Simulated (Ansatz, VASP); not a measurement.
# Al in VASP and in Ansatz

```
CELL_PARAMETERS angstrom
5.42002 0.00000 0.00000
0.00000 2.81454 0.00000
0.00000 0.00000 9.08294
ATOMIC_POSITIONS crystal
Al 0.00000 0.25000 0.75000
Al 0.50000 0.25000 0.75000
Al 0.00000 0.75000 0.25000
Al 0.50000 0.75000 0.25000
Al 0.25001 0.25000 0.02006
Al 0.75001 0.25000 0.47994
Al 0.74999 0.75000 0.97994
Al 0.24999 0.75000 0.52006
```

Alike in both runs: functional PBE; k mesh 6 × 14 × 6; occupations gaussian, width 0.1 eV; no spin polarisation.

Ansatz relaxed the structure, and its values are those at the end. VASP's run is a single point on that final structure, the one shown.

|  | VASP | Ansatz |
| --- | --- | --- |
| version | VASP 6.6.1 | Ansatz 0.2.0 |
| potentials or method | VASP PAW PBE potentials, release 64 (Al), cutoff 520 eV | scalar-relativistic, plane waves, PAW |
| valence electrons in the cell | 24 | 24 |

|  | VASP | Ansatz | Ansatz less VASP |
| --- | --- | --- | --- |
| gap on the k mesh at the Fermi level (eV) | none | none | - |
| pressure (GPa) | 0.0 | 0.0 | +0.03 |

A gap of «none» marks a metal or a gap that the smearing closes. With one functional, cell and mesh, what is left measures potentials, basis and numerics.
